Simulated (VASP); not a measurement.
A run of VASP 6.6.1 is set up as follows.

Contents of INCAR:

```
ALGO = Fast ; EDIFF = 1E-6
ENCUT = 520 ; GGA = PS
ISIF = 2 ; ISMEAR = 0
LASPH = T ; LCHARG = F
LREAL = F ; LWAVE = F
NBANDS = 12 ; NELM = 80
PREC = Accurate ; SIGMA = 0.15
```

File KPOINTS:

```
k-points
0
Gamma
  20 20 20
```

File POSCAR:

```
Ti
1.0
   -1.6902300000      1.6902300000      1.5917700000
    1.6902300000     -1.6902300000      1.5917700000
    1.6902300000      1.6902300000     -1.5917700000
Ti
1
Direct
    0.0000000000      0.0000000000      0.0000000000
```

Potentials or basis: VASP PAW PBE potentials, release 64 (Ti_sv).

Launch:

```sh
$ cat potpaw_PBE.64/Ti_sv/POTCAR > POTCAR
$ mpirun -np 1 vasp_std > vasp.out
```

Estimate the band gap on the k mesh.

zero (band 6 reaches 8.43 eV, above the bottom of band 7 at 6.86 eV).

What does it give for the pressure?

-9.2 GPa.

Stress tensor (GPa, compression positive):
```
 -8.57   0.00   0.00
  0.00  -8.57   0.00
  0.00   0.00 -10.46
```

Caveat: the cell differs from its parent crystal (strain +0.030 along x and y, -0.030 along z); the PAW data sets were made with another functional, which shifts forces and pressure a little.
